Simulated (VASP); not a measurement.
# Te2Pt (d.B) in VASP: single point with revPBE+D3(BJ)

Aim: the single point of Te2Pt (d.B) with revPBE+D3(BJ).

Everything below comes from runs of VASP 6.6.1. Logs are shortened: lines on timing, memory, paths and dates and some standing lists are left out, and cuts for length are marked.

**1. The cell of the first run**

The cell holds a sheet with vacuum, 3 atoms: a = 3.954 Å, b = 3.954 Å, c = 29.360 Å, α = 90.00°, β = 90.00°, γ = 120.00°.

**2. Single point, revPBE+D3(BJ)**

Contents of INCAR:

```
SYSTEM = Te2Pt
ALGO = Normal
DIPOL = 0.5 0.5 0.286
EDIFF = 1E-6
ENCUT = 400
GGA = RE
GGA_COMPAT = .False.
IDIPOL = 3
ISIF = 2
ISMEAR = 0
IVDW = 12
LASPH = .True.
LCHARG = .False.
LDIPOL = .True.
LREAL = .False.
LWAVE = .False.
NBANDS = 18
NELM = 120
NELMDL = -8
PREC = Accurate
SIGMA = 0.03
```

Contents of KPOINTS:

```
k-points
0
Gamma
  12 12 1
  0 0 0
```

Contents of POSCAR:

```
Te2Pt
1.0
    3.9536138595      0.0000000000      0.0000000000
   -1.9768069297      3.4239300391      0.0000000000
    0.0000000000      0.0000000000     29.3600000020
Te Pt
2 1
Direct
    0.3333333333      0.6666666667      0.2372814309
    0.6666666667      0.3333333333      0.3342444546
    0.0000000000      0.0000000000      0.2857629428
```

Potentials or basis: VASP PAW PBE potentials, release 64 (Te, Pt).

The run is started by

```
cat potpaw_PBE.64/Te/POTCAR potpaw_PBE.64/Pt/POTCAR > POTCAR
mpirun -np 1 vasp_std > vasp.out
```

OUTCAR:

```text
SYSTEM = Te2Pt
   EDIFF = 1E-6
   ENCUT = 400
   GGA = RE
   ISIF = 2
   ISMEAR = 0
   IVDW = 12
   LASPH = .True.
   LREAL = .False.
   NELM = 120
   NELMDL = -8
   PREC = Accurate
 IVDW          = 12

 ion  position               nearest neighbor table
   1  0.333  0.667  0.237-   3 2.69   3 2.69   3 2.69   2 3.65   2 3.65   2 3.65
   2  0.667  0.333  0.334-   3 2.69   3 2.69   3 2.69   1 3.65   1 3.65   1 3.65
   3  0.000  0.000  0.286-   2 2.69   2 2.69   2 2.69   1 2.69   1 2.69   1 2.69

  LATTYP: Found a hexagonal cell.
 ALAT       =     3.9536138595
 C/A-ratio  =     7.4261172298

  Lattice vectors:

 A1 = (   3.9536138595,   0.0000000000,   0.0000000000)
 A2 = (  -1.9768069297,   3.4239300391,   0.0000000000)
 A3 = (   0.0000000000,   0.0000000000,  29.3600000020)

Analysis of symmetry for initial positions (statically):
=====================================================================
 Subroutine PRICEL returns:
 Original cell was already a primitive cell.

 Routine SETGRP: Setting up the symmetry group for a
 hexagonal supercell.

 Subroutine GETGRP returns: Found 12 space group operations
 (whereof  6 operations were pure point group operations)
 out of a pool of 24 trial point group operations.

The static configuration has the point symmetry C_3v.
 The point group associated with its full space group is D_3d.

Analysis of symmetry for dynamics (positions and initial velocities):
=====================================================================
 Subroutine PRICEL returns:
 Original cell was already a primitive cell.

 Routine SETGRP: Setting up the symmetry group for a
 hexagonal supercell.

 Subroutine GETGRP returns: Found 12 space group operations
 (whereof  6 operations were pure point group operations)
 out of a pool of 24 trial point group operations.

The dynamic configuration has the point symmetry C_3v.
 The point group associated with its full space group is D_3d.

 Subroutine INISYM returns: Found 12 space group operations
 (whereof  6 operations are pure point group operations),
 and found     1 'primitive' translations

----------------------------------------------------------------------------------------

                                     Primitive cell

  volume of cell :     397.4433

  direct lattice vectors                    reciprocal lattice vectors
     3.953613859  0.000000000  0.000000000     0.252933148  0.146031021  0.000000000
    -1.976806930  3.423930039  0.000000000     0.000000000  0.292062042  0.000000000
[... 90 lines left out ...]
   TEBEG  =    0.0;   TEEND  =   0.0 temperature during run
   PSTRESS=    0.0 pullay stress
   NELECT =      22.0000    total number of electrons
   NUPDOWN=      -1.0000    fix difference up-down
   EMIN   =  10.00;   EMAX   =-10.00  energy-range for DOS
   EFERMI =   0.00;   METHOD = LEGACY
   ISMEAR =     0;   SIGMA  =   0.03  broadening in eV -4-tet -1-fermi 0-gaus
   EFERMI_NEDOS =   21; number of points for ismear=-14 and -15
   IALGO  =     38    algorithm
   IMIX   =      4    mixing-type and parameters
     AMIX     =   0.40;   BMIX     =  1.00
     AMIX_MAG =   1.60;   BMIX_MAG =  1.00
  volume/ion in A,a.u.               =     132.48       894.03
  Fermi-wavevector in a.u.,A,eV,Ry     =   0.623913  1.179025  5.296304  0.389267
  Thomas-Fermi vector in A             =   1.684286
   LORBIT       =      0    0 simple, 1 ext, 2 COOP (PROOUT), +10 PAW based schemes
   GGA     = RE    functional components
   LHFCALC =     F    Hartree Fock is set to
   AEXX    =    0.0000 exact exchange contribution
   IVDW    =    12    specifies the selected vdW correction
   LEPSILON=     F    determine dielectric tensor
   LRPA    =     F    only Hartree local field effects (RPA)
 non-spin polarized calculation
 Gauss-broadening in eV      SIGMA  =   0.03
  energy-cutoff  :      400.00
  volume of cell :      397.44
 maximum number of plane-waves:      7275
 NGX is ok and might be reduce to    28
   NGX = 13   NGY = 13   NGZ = 95

 dipolmoment           0.000000      0.000000     -0.000000 electrons x Angstroem

 number of electron      21.9999998 magnetization

 dipolmoment           0.000000      0.000000      0.000006 electrons x Angstroem

 Free energy of the ion-electron system (eV)
  ---------------------------------------------------
  ext. energy  EPLUGINS =         0.00000000
  ---------------------------------------------------
  free energy    TOTEN  =       -12.42532784 eV

  energy without entropy =      -12.42532784  energy(sigma->0) =      -12.42532784

 E-fermi :  -1.9729     XC(G=0):  -2.4511

 val. band max:       -2.1362413989   @ k =   0.0000   0.0000   0.0000
 cond. band min:      -1.5290598759   @ k =   0.2500   0.2500   0.0000
 fundamental gap:      0.6071815230
 Fermi energy:        -1.9729396715

 k-point     1 :       0.0000    0.0000    0.0000
  band No.  band energies     occupation
      1     -15.1304      2.00000
      2     -13.2147      2.00000
      3      -7.4599      2.00000
      4      -7.3024      2.00000
      5      -7.3024      2.00000
      6      -5.6213      2.00000
[... 376 lines left out ...]
      5      -7.2697      2.00000
      6      -5.9582      2.00000
[... 10 lines left out ...]
     17       4.9949      0.00000
     18       5.4348      0.00000

------------------------ aborting loop because EDIFF is reached ----------------------------------------

 vacuum level on the upper side and lower side of the slab       (xc-potential included)        -0.008        -0.008

 Edisp (eV)   -2.03526

 E8    (eV) :    -1.5052

  FORCE on cell =-STRESS in cart. coord.  units (eV):
  Direction    XX          YY          ZZ          XY          YZ          ZX
  --------------------------------------------------------------------------------------
  -------------------------------------------------------------------------------------
  Total      -0.12731    -0.12731    -0.09259    -0.00000     0.00000     0.00000
  in kB      -0.51321    -0.51321    -0.37324    -0.00000     0.00000     0.00000
  external pressure =       -0.47 kB  Pullay stress =        0.00 kB

 VOLUME and BASIS-vectors are now :
 -----------------------------------------------------------------------------
  energy-cutoff  :      400.00
  volume of cell :      397.44
      direct lattice vectors                 reciprocal lattice vectors
     3.953613859  0.000000000  0.000000000     0.252933148  0.146031021  0.000000000
    -1.976806930  3.423930039  0.000000000     0.000000000  0.292062042  0.000000000
     0.000000000  0.000000000 29.360000002     0.000000000  0.000000000  0.034059946

 POSITION                                       TOTAL-FORCE (eV/Angst)
 -----------------------------------------------------------------------------------
     -0.00000      2.28262      6.96658         0.000000      0.000000      0.024769
      1.97681      1.14131      9.81342         0.000000      0.000000     -0.024769
      0.00000      0.00000      8.39000        -0.000000      0.000000     -0.000000
 -----------------------------------------------------------------------------------
    total drift:                                0.000000     -0.000000      0.000071

  FREE ENERGIE OF THE ION-ELECTRON SYSTEM (eV)
  ---------------------------------------------------
  free  energy   TOTEN  =       -14.4605846824 eV

  energy  without entropy=      -14.4605846824  energy(sigma->0) =      -14.46058468

 vacuum level on the upper side and lower side of the slab         2.377         2.377
```

OSZICAR:

```text
N       E                     dE             d eps       ncg     rms          rms(c)
DAV:   1     0.148018537829E+03    0.14802E+03   -0.56161E+03   684   0.677E+02
DAV:   2     0.315861205550E+01   -0.14486E+03   -0.13624E+03  1144   0.134E+02
DAV:   3    -0.126025277816E+02   -0.15761E+02   -0.15652E+02   856   0.548E+01
[... 18 lines left out ...]
DAV:  22    -0.124253207008E+02   -0.99455E-05   -0.57075E-07   608   0.204E-03    0.312E-03
DAV:  23    -0.124253227432E+02   -0.20424E-05   -0.54932E-08   734   0.155E-03    0.173E-03
DAV:  24    -0.124253259283E+02   -0.31852E-05   -0.10625E-07   674   0.190E-03    0.876E-04
DAV:  25    -0.124253270516E+02   -0.11233E-05   -0.16349E-08   734   0.458E-04    0.523E-04
DAV:  26    -0.124253278383E+02   -0.78668E-06   -0.15967E-08   652   0.465E-04
   1 F= -.14460585E+02 E0= -.14460585E+02  d E =-.318308E-16
```

It took 4.5 min on 1 thread of Intel Xeon 8259CL, shared host; peak memory 0.44 GiB.

Results:

```yaml
Free_energy: -14.4606 eV
Largest_force: 0.025 eV/Å
Band_gap_on_the_k_mesh: 0.61 eV, indirect (least direct gap 1.22 eV)
Dispersion_energy_per_atom: -0.678 eV
```

Forces in eV/Å, atoms in the order of the input:
```
Te   0.000  0.000  0.025
Te   0.000  0.000 -0.025
Pt   0.000  0.000  0.000
```

Levels at points of the mesh, in eV from the valence-band top:
| k point | band 9 | band 10 | band 11 | band 12 | band 13 | band 14 |
| --- | --- | --- | --- | --- | --- | --- |
| (0.00, 0.00, 0.00) | -0.87 | 0.00 | 0.00 | 2.33 | 2.33 | 3.68 |
| (0.50, 0.00, 0.00) | -2.73 | -2.06 | -1.85 | 1.58 | 1.99 | 3.12 |

Caveat: the PAW data sets were made with another functional, which shifts forces and pressure a little; spin-orbit coupling is left out, which moves the levels of the heavy elements.
